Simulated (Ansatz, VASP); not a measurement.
Two plane-wave programs on Mo

INCAR

```
SYSTEM = Mo
ALGO     = Normal         ! electronic algorithm
EDIFF    = 1E-7           ! SCF threshold, eV
EDIFFG   = -0.003         ! ionic threshold
ENCUT    = 500            ! plane-wave cutoff, eV
GGA      = PE             ! functional
GGA_COMPAT= .False.      
IBRION   = 2              ! ionic algorithm
ISIF     = 3              ! what is computed and relaxed
ISMEAR   = -1             ! smearing method
LASPH    = .True.         ! aspherical terms in the spheres
LCHARG   = .False.        ! write CHGCAR
LREAL    = .False.        ! projectors in reciprocal space
LWAVE    = .False.        ! write WAVECAR
NELM     = 120            ! most SCF steps
NELMIN   = 4            
NSW      = 100            ! ionic steps
PREC     = Accurate       ! precision mode
SIGMA    = 0.05           ! smearing width, eV
```

KPOINTS

```
k-points
0
Gamma
  23 23 23
  0 0 0
```

POSCAR

```
Mo
1.0
   -1.5736500000      1.5736500000      1.5736500000
    1.5736500000     -1.5736500000      1.5736500000
    1.5736500000      1.5736500000     -1.5736500000
Mo
1
Direct
    0.0000000000      0.0000000000      0.0000000000
```

Input for Ansatz:

```yaml
crystal:
  lattice:
    - [-1.57365, 1.57365, 1.57365]
    - [1.57365, -1.57365, 1.57365]
    - [1.57365, 1.57365, -1.57365]
  atoms:
    - { symbol: Mo, position: [0.0, 0.0, 0.0] }
kpoints:
  mp_grid: { grid: [23, 23, 23] }
scf:
  occupations: { method: fermi_dirac, width: 0.05 }
hamiltonian:
  xc: pbe
  pseudopotentials: { kind: paw }
output:
  forces: true
  stress: true
relax:
  f_tol: 0.003
  max_steps: 80
  cell: {}
```

Alike in both runs: task relaxation of cell and atoms; functional PBE; k mesh 23 × 23 × 23; occupations fermi-dirac, width 0.05 eV; no spin polarisation.

```csv
,VASP,Ansatz
version,VASP 6.6.1,Ansatz 0.2.0
potentials or method,"VASP PAW PBE potentials, release 64 (Mo_sv)","PAW with Ansatz's default frozen-core files, scalar-relativistic"
plane-wave cutoff (eV),500,420
valence electrons in the cell,14,14
```

```csv
,VASP,Ansatz,Ansatz less VASP
relaxed volume (Å³/atom),15.82,15.79,-0.031
relaxed cell length with the largest relative difference (Å),2.739,2.737,-0.0018
```
